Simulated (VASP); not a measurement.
Here is a VASP 6.6.1 calculation.

INCAR

```
SYSTEM = CdSe
  PREC = Accurate
  ENCUT = 520
  EDIFF = 1E-6
  ISMEAR = -1
  SIGMA = 0.01
  LREAL = .FALSE.
  LASPH = .TRUE.
  NELM = 150
  ALGO = Normal
  ISIF = 2
  LWAVE = .FALSE.
  LCHARG = .FALSE.
  LNONCOLLINEAR = .TRUE.
  MAGMOM = 0 0 0 0 0 0
  LORBIT = 11
  LSORBIT = .TRUE.
  GGA_COMPAT = .FALSE.
  LORBMOM = .TRUE.
  GGA = PS
  NBANDS = 30
```

Contents of KPOINTS:

```
Automatic mesh
0
G
  6 6 6
  0 0 0
```

POSCAR

```
CdSe
1.0
    3.0717275577      3.0717275577      0.0000000000
   -3.0717275577      3.0717275577      0.0000000000
    0.0000000000      3.0717275577      2.9963102374
Cd Se
1 1
Direct
    0.0000000000      0.0000000000      0.0000000000
    0.7500000000      0.2500000000      0.5000000000
```

Potentials or basis: VASP PAW PBE potentials, release 64 (Cd, Se).

Run with:

```console
$ cat potpaw_PBE.64/Cd/POTCAR potpaw_PBE.64/Se/POTCAR > POTCAR
$ mpirun -np 1 vasp_ncl > vasp.out
```

Task: Predict the net moment.

Result: 0.00 μB per cell.

Task: What does it give for the pressure?

Result: 0.0 GPa.

Stress tensor (GPa, compression positive):
```
-0.11  0.00  0.00
 0.00 -0.11  0.00
 0.00  0.00  0.31
```

Caveat: the cell differs from its parent crystal (film at in-plane strain +0.01); the PAW data sets were made with another functional, which shifts forces and pressure a little.
